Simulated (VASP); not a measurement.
Here is a VASP 6.6.1 calculation.

File INCAR:

```
SYSTEM = Re
PREC     = Accurate       ! precision mode
ENCUT    = 560            ! plane-wave cutoff, eV
EDIFF    = 1E-6           ! SCF threshold, eV
ISMEAR   = -1             ! smearing method
SIGMA    = 0.1            ! smearing width, eV
LREAL    = .FALSE.        ! projectors in reciprocal space
LASPH    = .TRUE.         ! aspherical terms in the spheres
NELM     = 120            ! most SCF steps
ALGO     = Normal         ! electronic algorithm
ISIF     = 2              ! what is computed and relaxed
LWAVE    = .FALSE.        ! write WAVECAR
LCHARG   = .FALSE.        ! write CHGCAR
GGA      = PE             ! functional
NBANDS   = 22             ! bands
GGA_COMPAT= .FALSE.
```

The input KPOINTS:

```
regular mesh
0
G
  18 18 18
  0 0 0
```

The input POSCAR:

```
Re
1.0
   -2.1717727468      2.1717727468      1.1381064910
    2.1717727468     -2.1717727468      1.1381064910
    2.1717727468      2.1717727468     -1.1381064910
Re
2
Direct
   -0.3750000000     -0.1250000000     -0.2500000000
    0.3750000000      0.1250000000      0.2500000000
```

Potentials or basis: VASP PAW PBE potentials, release 64 (Re_sv_GW).

Run with:

```bash
$ cat potpaw_PBE.64/Re_sv_GW/POTCAR > POTCAR
$ mpirun -np 1 vasp_std > vasp.out
```

**Question.** What does it give for the pressure?

**Answer.** 308.0 GPa.

**Question.** Predict the band gap on the k mesh.

**Answer.** Zero (bands 15 and 16 overlap by 3.84 eV).

Caveat: the cell stands under pressure; spin-orbit coupling is left out, which moves the levels of the heavy elements.
